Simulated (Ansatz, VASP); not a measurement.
## One calculation of Al2Cu, two programs

```
CELL_PARAMETERS angstrom
-2.99655 2.99655 2.41392
2.99655 -2.99655 2.41392
2.99655 2.99655 -2.41392
ATOMIC_POSITIONS crystal
Al 0.15932 0.65932 0.81864
Al 0.65932 0.84068 0.50000
Al 0.84068 0.34068 0.18136
Al 0.34068 0.15932 0.50000
Cu 0.75000 0.75000 0.00000
Cu 0.25000 0.25000 0.00000
```

Alike in both runs: functional PBEsol; k mesh 10 × 10 × 10; occupations gaussian, width 0.1 eV; no spin polarisation.

Ansatz relaxed the structure, and its values are those at the end. VASP's run is a single point on that final structure, the one shown.

|  | VASP | Ansatz |
| --- | --- | --- |
| version | VASP 6.6.1 | Ansatz 0.2.0 |
| potentials or method | VASP PAW PBE potentials, release 64 (Al, Cu), cutoff 520 eV | scalar-relativistic, plane waves, PAW |
| valence electrons in the cell | 34 | 50 |

Ansatz gave:

| Property | Result |
| --- | --- |
| gap on the k mesh at the Fermi level (eV) | none |
| pressure (GPa) | 0.0 |

Estimate VASP's values.

gap on the k mesh at the Fermi level (eV): none; pressure (GPa): 0.3.

VASP's potentials were made for PBE, not for PBEsol. A gap of «none» marks a metal or a gap that the smearing closes. VASP's potentials hold 34 valence electrons a cell and Ansatz's 50, so a difference there can come from the potentials and not from the codes.
